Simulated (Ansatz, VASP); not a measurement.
CdS in VASP and in Ansatz

The input INCAR:

```
AGGAC    = 1.0          
AGGAX    = 1.0          
ALDAC    = 0.0          
ALDAX    = 1.0          
ALGO     = Normal         # electronic algorithm
EDIFF    = 1E-6           # SCF threshold, eV
EDIFFG   = -0.01          # ionic threshold
ENCUT    = 600            # plane-wave cutoff, eV
GGA      = B5             # functional
IBRION   = 2              # ionic algorithm
ISIF     = 3              # what is computed and relaxed
ISMEAR   = -1             # smearing method
IVDW     = 12             # dispersion correction
LASPH    = T              # aspherical terms in the spheres
LCHARG   = F              # write CHGCAR
LREAL    = F              # projectors in reciprocal space
LWAVE    = F              # write WAVECAR
NELM     = 60             # most SCF steps
NSW      = 60             # ionic steps
PREC     = Accurate       # precision mode
SIGMA    = 0.05           # smearing width, eV
VDW_A1   = 0.4298       
VDW_A2   = 4.2359       
VDW_S6   = 1.0          
VDW_S8   = 2.6996
```

KPOINTS

```
k-points
0
Gamma
  7 7 4
```

Contents of POSCAR:

```
CdS
1.0
    4.1500000000      0.0000000000      0.0000000000
   -2.0750000000      3.5940054257      0.0000000000
    0.0000000000      0.0000000000      6.7370000000
Cd S
2 2
Direct
    0.6666666667      0.3333333333      0.5000000000
    0.3333333333      0.6666666667      0.0000000000
    0.6666666667      0.3333333333      0.8750000000
    0.3333333333      0.6666666667      0.3750000000
```

File input.yaml:

```yaml
crystal:
  lattice:
    - [4.15, 0.0, 0.0]
    - [-2.075, 3.5940054257, 0.0]
    - [0.0, 0.0, 6.737]
  atoms:
    - { symbol: Cd, position: [0.6666666667, 0.3333333333, 0.5] }
    - { symbol: Cd, position: [0.3333333333, 0.6666666667, 0.0] }
    - { symbol: S, position: [0.6666666667, 0.3333333333, 0.875] }
    - { symbol: S, position: [0.3333333333, 0.6666666667, 0.375] }
hamiltonian:
  xc: blyp
  pseudopotentials: { kind: paw }
  dispersion: d3bj
kpoints:
  mp_grid: { grid: [7, 7, 4] }
scf:
  occupations: { method: fermi_dirac, width: 0.05 }
output:
  forces: true
  stress: true
relax:
  f_tol: 0.01
  max_steps: 40
  cell: { stress_tol: 0.05 }
```

Alike in both runs: task relaxation of cell and atoms; functional BLYP; dispersion D3(BJ); k mesh 7 × 7 × 4; occupations fermi-dirac, width 0.05 eV; no spin polarisation.

|  | VASP | Ansatz |
| --- | --- | --- |
| version | VASP 6.6.1 | Ansatz 0.2.0 |
| potentials or method | VASP PAW PBE potentials, release 64 (Cd, S) | Ansatz PAW |
| plane-wave cutoff (eV) | 600 | 420 |
| valence electrons in the cell | 36 | 52 |

Ansatz gave:

| Item | Value |
| --- | --- |
| relaxed volume (Å³/atom) | 25.27 |
| relaxed length of the cell vector where the two differ most in proportion (Å) | 4.148 |

Problem. Which values does VASP return?

Solution. Relaxed volume (Å³/atom): 25.44; relaxed length of the cell vector where the two differ most in proportion (Å): 4.161.

VASP's potentials were made for PBE, not for BLYP. VASP's potentials hold 36 valence electrons a cell and Ansatz's 52, so a difference there can come from the potentials and not from the codes.

Noted on Ansatz's run: odd divisions of the mesh miss points on the zone boundary, where band edges often lie, so the gap on the mesh can be too wide; the plane-wave basis is chosen anew once the cell has moved, so the energies of steps on either side of that aren't comparable.
